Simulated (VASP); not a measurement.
# BN in VASP: further runs

The runs below take BN through G0W0 quasiparticle levels, with PBE.

Program: VASP 6.6.1. These are calculated values, not measurements. Logs are shortened: lines on timing, memory, paths and dates and some standing lists are left out, and cuts for length are marked.

## (1) The cell of the first run

It takes space group F-43m (No. 216, cubic). Conventional cell: a = 3.610 Å, b = 3.610 Å, c = 3.610 Å, α = 90.00°, β = 90.00°, γ = 90.00°. B (site symmetry -43m) has 4 N at 1.56 Å within 2.1 Å. Within 2.1 Å of N (site symmetry -43m) lie 4 B at 1.56 Å.

## (2) G0W0 quasiparticle levels, PBE

POSCAR

```
BN
1.0
    0.0000000000      1.8048254650      1.8048254650
    1.8048254650      0.0000000000      1.8048254650
    1.8048254650      1.8048254650      0.0000000000
B N
1 1
Direct
    0.0000000000      0.0000000000      0.0000000000
    0.2500000000      0.2500000000      0.2500000000
```

INCAR.step1

```
SYSTEM = BN
  PREC = Accurate
  ENCUT = 500
  EDIFF = 1E-8
  ISMEAR = 0
  SIGMA = 0.01
  LREAL = .FALSE.
  LASPH = .TRUE.
  NELM = 100
  ALGO = Normal
  LWAVE = .TRUE.
  LCHARG = .FALSE.
  GGA = PE
```

INCAR.step2

```
SYSTEM = BN
  PREC = Accurate
  ENCUT = 500
  EDIFF = 1E-8
  ISMEAR = 0
  SIGMA = 0.01
  LREAL = .FALSE.
  LASPH = .TRUE.
  NELM = 1
  ALGO = Exact
  LWAVE = .TRUE.
  LCHARG = .FALSE.
  GGA = PE
  NBANDS = 53
  LOPTICS = .TRUE.
  ISTART = 1
```

INCAR.step3

```
SYSTEM = BN
  PREC = Accurate
  ENCUT = 500
  EDIFF = 1E-8
  ISMEAR = 0
  SIGMA = 0.01
  LREAL = .FALSE.
  LASPH = .TRUE.
  ALGO = EVGW0
  LWAVE = .FALSE.
  LCHARG = .FALSE.
  GGA = PE
  NELMGW = 1
  NBANDS = 53
  ENCUTGW = 150.0
  NOMEGA = 48
  PRECFOCK = Fast
  ISTART = 1
  NBANDSGW = 12
```

KPOINTS

```
regular mesh
0
G
  6 6 6
  0 0 0
```

Potentials or basis: VASP PAW PBE potentials, release 64 (B_GW, N_GW).

Started as:

```bash
$ cat potpaw_PBE.64/B_GW/POTCAR potpaw_PBE.64/N_GW/POTCAR > POTCAR
$ cp INCAR.step1 INCAR
$ mpirun -np 1 vasp_std > vasp.out
$ cp INCAR.step2 INCAR
$ mpirun -np 1 vasp_std > vasp.out
$ cp INCAR.step3 INCAR
$ mpirun -np 1 vasp_std > vasp.out
```

OUTCAR:

```text
SYSTEM = BN
   PREC = Accurate
   ENCUT = 500
   EDIFF = 1E-8
   ISMEAR = 0
   LREAL = .FALSE.
   LASPH = .TRUE.
   GGA = PE
   NELMGW = 1
   ENCUTGW = 150.0
   PRECFOCK = Fast
   ISTART = 1

 ion  position               nearest neighbor table
   1  0.000  0.000  0.000-   2 1.56   2 1.56   2 1.56   2 1.56
   2  0.250  0.250  0.250-   1 1.56   1 1.56   1 1.56   1 1.56

  LATTYP: Found a face centered cubic cell.
 ALAT       =     3.6096509300

  Lattice vectors:

 A1 = (   0.0000000000,   1.8048254650,   1.8048254650)
 A2 = (   1.8048254650,   0.0000000000,   1.8048254650)
 A3 = (   1.8048254650,   1.8048254650,   0.0000000000)

Analysis of symmetry for initial positions (statically):
=====================================================================
 Subroutine PRICEL returns:
 Original cell was already a primitive cell.

 Routine SETGRP: Setting up the symmetry group for a
 face centered cubic supercell.

 Subroutine GETGRP returns: Found 24 space group operations
 (whereof 24 operations were pure point group operations)
 out of a pool of 48 trial point group operations.

The static configuration has the point symmetry T_d .

Analysis of symmetry for dynamics (positions and initial velocities):
=====================================================================
 Subroutine PRICEL returns:
 Original cell was already a primitive cell.

 Routine SETGRP: Setting up the symmetry group for a
 face centered cubic supercell.

 Subroutine GETGRP returns: Found 24 space group operations
 (whereof 24 operations were pure point group operations)
 out of a pool of 48 trial point group operations.

The dynamic configuration has the point symmetry T_d .

 Subroutine INISYM returns: Found 24 space group operations
 (whereof 24 operations are pure point group operations),
 and found     1 'primitive' translations

----------------------------------------------------------------------------------------

                                     Primitive cell

  volume of cell :      11.7581

  direct lattice vectors                    reciprocal lattice vectors
     0.000000000  1.804825465  1.804825465    -0.277035098  0.277035098  0.277035098
     1.804825465  0.000000000  1.804825465     0.277035098 -0.277035098  0.277035098
     1.804825465  1.804825465  0.000000000     0.277035098  0.277035098 -0.277035098

  length of vectors
     2.552408650  2.552408650  2.552408650     0.479838866  0.479838866  0.479838866

  position of ions in fractional coordinates (direct lattice)
     0.000000000  0.000000000  0.000000000
     0.250000000  0.250000000  0.250000000

  ion indices of the primitive-cell ions
   primitive index   ion index
                 1           1
                 2           2

----------------------------------------------------------------------------------------

 KPOINTS: regular mesh

Automatic generation of k-mesh.
 Grid dimensions read from file:
 generate k-points for:    6    6    6

 Generating k-lattice:

  Cartesian coordinates                     Fractional coordinates (reciprocal lattice)
    -0.046172516  0.046172516  0.046172516     0.166666667  0.000000000  0.000000000
     0.046172516 -0.046172516  0.046172516     0.000000000  0.166666667  0.000000000
     0.046172516  0.046172516 -0.046172516     0.000000000  0.000000000  0.166666667

  Length of vectors
     0.079973144  0.079973144  0.079973144

  Shift w.r.t. Gamma in fractional coordinates (k-lattice)
     0.000000000  0.000000000  0.000000000

 Subroutine IBZKPT returns following result:
 ===========================================

 Found     16 irreducible k-points:

 Following reciprocal coordinates:
            Coordinates               Weight
  0.000000  0.000000  0.000000      1.000000
  0.166667  0.000000  0.000000      8.000000
  0.333333  0.000000  0.000000      8.000000
  0.500000  0.000000  0.000000      4.000000
  0.166667  0.166667  0.000000      6.000000
  0.333333  0.166667  0.000000     24.000000
[... 8 lines left out ...]
 -0.333333  0.333333  0.166667     24.000000
 -0.333333  0.500000  0.166667     12.000000
   k-points           NKPTS =     16   k-points in BZ     NKDIM =    216   number of bands    NBANDS=     53
   number of dos      NEDOS =    301   number of ions     NIONS =      2
   total plane-waves  NPLWV =   8000
   dimension x,y,z NGX =    20 NGY =   20 NGZ =   20
   dimension x,y,z NGXF=    40 NGYF=   40 NGZF=   40
   ions per type =               1   1
   NGX,Y,Z   is equivalent  to a cutoff of  13.03, 13.03, 13.03 a.u.
   NGXF,Y,Z  is equivalent  to a cutoff of  26.05, 26.05, 26.05 a.u.
 SYSTEM =  BN
   PREC   = accura    normal or accurate (medium, high low for compatibility)
   ISTART =      1    job   : 0-new  1-cont  2-samecut
   ICHARG =      0    charge: 1-file 2-atom 10-const
   ISPIN  =      1    spin polarized calculation?
   LNONCOLLINEAR =      F non collinear calculations
   LSORBIT =      F    spin-orbit coupling
   LASPH  =      T    aspherical Exc in radial PAW
   ENCUT  =  500.0 eV  36.75 Ry    6.06 a.u.   4.65  4.65  4.65*2*pi/ulx,y,z
   NELM   =     60;   NELMIN=  2; NELMDL=  0     # of ELM steps
   EDIFF  = 0.1E-07   stopping-criterion for ELM
   LREAL  =      F    real-space projection
   EDIFFG = 0.1E-06   stopping-criterion for IOM
   NSW    =      0    number of steps for IOM
   IBRION =     -1    ionic relax: 0-MD 1-quasi-New 2-CG
   NFREE  =      0    steps in history (QN), initial steepest desc. (CG)
   ISIF   =      0    stress and relaxation
   ISYM   =      3    0-nonsym 1-usesym 2-fastsym
   POTIM  = 0.5000    time-step for ionic-motion
   TEBEG  =    0.0;   TEEND  =   0.0 temperature during run
   PSTRESS=    0.0 pullay stress
   NELECT =       8.0000    total number of electrons
   NUPDOWN=      -1.0000    fix difference up-down
   EMIN   =  10.00;   EMAX   =-10.00  energy-range for DOS
   EFERMI =   0.00;   METHOD = LEGACY
   ISMEAR =     0;   SIGMA  =   0.01  broadening in eV -4-tet -1-fermi 0-gaus
   EFERMI_NEDOS =   21; number of points for ismear=-14 and -15
   IALGO  =     38    algorithm
   IMIX   =      4    mixing-type and parameters
     AMIX     =   0.40;   BMIX     =  1.00
     AMIX_MAG =   1.60;   BMIX_MAG =  1.00
  volume/ion in A,a.u.               =       5.88        39.67
  Fermi-wavevector in a.u.,A,eV,Ry     =   1.439880  2.720979 28.208337  2.073254
  Thomas-Fermi vector in A             =   2.558686
   LORBIT       =      0    0 simple, 1 ext, 2 COOP (PROOUT), +10 PAW based schemes
   GGA     = PE    functional components
   LHFCALC =     T    Hartree Fock is set to
   PRECFOCK=fast      Normal, Fast or Accurate (Low or Medium for compatibility)
   ENCUT4O =  -1.0   cutoff for four orbital integrals eV
   NKREDX  =     1    reduce k-point grid by
   NKREDY  =     1    reduce k-point grid by
   NKREDZ  =     1    reduce k-point grid by
   AEXX    =    1.0000 exact exchange contribution
   HFSCREEN=    0.0000 screening length (either q_TF or 0.3 A-1)
   HFSCREENC=   0.0000 screening length for correlation (either q_TF or 0.3 A-1)
   ENCUTFOCK=  -1.0 apply spherical cutoff to Coloumb kernel
   IVDW    =     0    specifies the selected vdW correction
   LEPSILON=     F    determine dielectric tensor
   LRPA    =     F    only Hartree local field effects (RPA)
   LRPAFORCE           =     F    calculate RPA forces
   ENCUTGW             = 150.0    cutoff for response function in eV
   ENCUTGWSOFT         = 120.0    soft cutoff for Coulomb kernel in GW response function in eV
   ENCUTLF             =  -1.0    cutoff for local field effects
   NELMGW              =     1    number of iterations in solving QP/BSE equation
   NELMHF              =     1    number of iterations in the inner HF iteration
   NKREDLFX            =     1    NKREDLFY  =   1   NKREDLFZ  =   1
 non-spin polarized calculation
 Gauss-broadening in eV      SIGMA  =   0.01
  energy-cutoff  :      500.00
  volume of cell :       11.76
 maximum number of plane-waves:       310
 NGX is ok and might be reduce to    20
  NGX = 12; NGY = 12; NGZ = 12
   NGX =  9   NGY =  9   NGZ =  9
 maximum number of plane-waves:        59

 QP shifts <psi_nk| G(iteration)W_0 |psi_nk>: iteration 1
 for sc-GW calculations column KS-energies equals QP-energies in previous step
 and V_xc(KS)=  KS-energies - (<T + V_ion + V_H > + <T+V_H+V_ion>^1  + <V_x>^1)

 k-point   1 :       0.0000    0.0000    0.0000
  band No.  KS-energies  QP-energies   sigma(KS)   V_xc(KS)     V^pw_x(r,r')   Z            occupation Imag(sigma)

      1     -12.7664     -14.7522     -18.0520     -15.4971     -26.5176       0.7773       2.0000       1.4673
      2       7.5171       6.7585     -19.2193     -18.2998     -21.9092       0.8249       2.0000       0.0899
      3       7.5171       6.7585     -19.2193     -18.2998     -21.9092       0.8249       2.0000       0.0899
      4       7.5171       6.7585     -19.2193     -18.2998     -21.9092       0.8249       2.0000       0.0899
      5      16.3585      17.7235     -12.1612     -13.8009      -7.0177       0.8324       0.0000      -0.1112
      6      16.3585      17.7235     -12.1612     -13.8009      -7.0177       0.8324       0.0000      -0.1112
      7      16.3585      17.7235     -12.1612     -13.8009      -7.0177       0.8324       0.0000      -0.1112
      8      17.9365      19.1436     -13.9633     -15.4444      -8.3820       0.8150       0.0000      -0.1369
      9      32.3460      32.8685     -10.7983     -11.4569      -3.3124       0.7934       0.0000      -0.6091
     10      35.3495      36.6152     -11.8309     -13.3424      -5.4646       0.8374       0.0000      -0.5816
     11      35.3495      36.6152     -11.8309     -13.3424      -5.4646       0.8374       0.0000      -0.5816
     12      35.9536      36.5846     -10.3509     -11.1067      -3.0540       0.8348       0.0000      -0.9698

 k-point   2 :       0.1667    0.0000    0.0000
  band No.  KS-energies  QP-energies   sigma(KS)   V_xc(KS)     V^pw_x(r,r')   Z            occupation Imag(sigma)

      1     -12.0946     -14.0239     -18.0954     -15.6139     -26.4347       0.7775       2.0000       1.3751
      2       4.4937       3.4016     -18.3040     -16.9611     -21.5225       0.8132       2.0000       0.1119
      3       6.8929       6.0687     -18.9305     -17.9297     -21.7002       0.8236       2.0000       0.0926
      4       6.8929       6.0687     -18.9305     -17.9297     -21.7002       0.8236       2.0000       0.0926
      5      16.9000      18.1454     -12.8102     -14.3139      -7.5961       0.8282       0.0000      -0.1172
      6      17.2747      18.7104     -12.4256     -14.1600      -7.1054       0.8277       0.0000      -0.1186
      7      17.2747      18.7104     -12.4256     -14.1600      -7.1054       0.8277       0.0000      -0.1186
      8      19.8201      21.3100     -14.1894     -16.0382      -8.2994       0.8059       0.0000      -0.1558
      9      31.5694      32.5082     -11.0063     -12.1335      -4.6998       0.8330       0.0000      -0.4642
     10      31.5694      32.5082     -11.0063     -12.1335      -4.6998       0.8330       0.0000      -0.4642
     11      31.5735      32.1585     -10.1974     -10.9234      -3.0422       0.8057       0.0000      -0.5342
     12      35.4888      36.2571     -11.0722     -12.0156      -3.3840       0.8143       0.0000      -0.9979
[... 196 lines left out ...]
      1      -7.3828      -8.9520     -19.3619     -17.2802     -26.8402       0.7538       2.0000       0.7470
      2      -1.4766      -3.0410     -16.9175     -14.9126     -21.5291       0.7803       2.0000       0.2194
      3       1.4335       0.0343     -17.7500     -16.0009     -21.7338       0.7999       2.0000       0.1535
      4       2.9976       1.7906     -17.6073     -16.1168     -21.0453       0.8098       2.0000       0.1240
      5      17.0313      18.1872     -12.7700     -14.1622      -7.7165       0.8302       0.0000      -0.1172
      6      19.3677      20.6815     -12.4228     -14.0244      -6.6208       0.8203       0.0000      -0.1457
      7      22.5349      24.2642     -14.4111     -16.6028      -7.8380       0.7890       0.0000      -0.2085
      8      23.9697      25.6058     -12.8130     -14.8996      -5.7427       0.7841       0.0000      -0.2561
      9      25.6809      26.8998     -12.3297     -13.8317      -6.1057       0.8115       0.0000      -0.2270
     10      33.3150      34.7986     -12.3288     -14.1899      -4.5756       0.7971       0.0000      -0.7361
     11      35.6911      36.8476     -11.6766     -13.0997      -4.2108       0.8127       0.0000      -0.8474
     12      40.2767      41.2874     -10.7749     -11.9936      -3.4223       0.8293       0.0000      -1.0931

 k-point  16 :      -0.3333    0.5000    0.1667
  band No.  KS-energies  QP-energies   sigma(KS)   V_xc(KS)     V^pw_x(r,r')   Z            occupation Imag(sigma)

      1      -6.9251      -8.4595     -19.5225     -17.4809     -26.9063       0.7516       2.0000       0.6941
      2      -0.7040      -2.3020     -17.5049     -15.4654     -22.1106       0.7835       2.0000       0.2038
      3       1.2943      -0.0800     -17.5305     -15.8126     -21.4612       0.8000       2.0000       0.1521
      4       1.3344       0.0197     -16.9713     -15.3355     -20.6535       0.8037       2.0000       0.1439
      5      15.3084      16.3388     -12.6693     -13.9037      -7.8517       0.8347       0.0000      -0.1077
      6      19.5701      20.7221     -12.1701     -13.5608      -6.6699       0.8283       0.0000      -0.1325
      7      22.6632      24.2659     -13.1921     -15.2165      -6.4472       0.7917       0.0000      -0.2234
      8      24.3752      26.0736     -13.4543     -15.6215      -6.4999       0.7837       0.0000      -0.2512
      9      27.1737      28.8112     -14.1323     -16.2398      -6.8276       0.7770       0.0000      -0.3420
     10      33.4907      35.0113     -12.0092     -13.9142      -4.2245       0.7982       0.0000      -0.7561
     11      37.7926      38.8651     -11.5793     -12.8791      -4.1988       0.8251       0.0000      -0.9786
     12      40.9414      42.2698     -11.3410     -12.9550      -3.8572       0.8231       0.0000      -1.0741
```

Run time: 39 s. Hardware: 1 thread of Intel Xeon Platinum 8488C (Sapphire Rapids), shared host; peak memory 0.21 GiB.

What came out:

```
Quasiparticle gap                                   : 5.95 eV
Least direct quasiparticle gap                      : 10.96 eV
Band gap of the starting levels on the mesh         : 4.47 eV
Least direct gap of the starting levels on the mesh : 8.84 eV
```

Caveat: the k points lie up to 0.50 Å⁻¹ apart; bands, screening cutoff and mesh are small and nothing is extrapolated, so the quasiparticle values aren't converged.

(Part 1 of 3 ends here.)
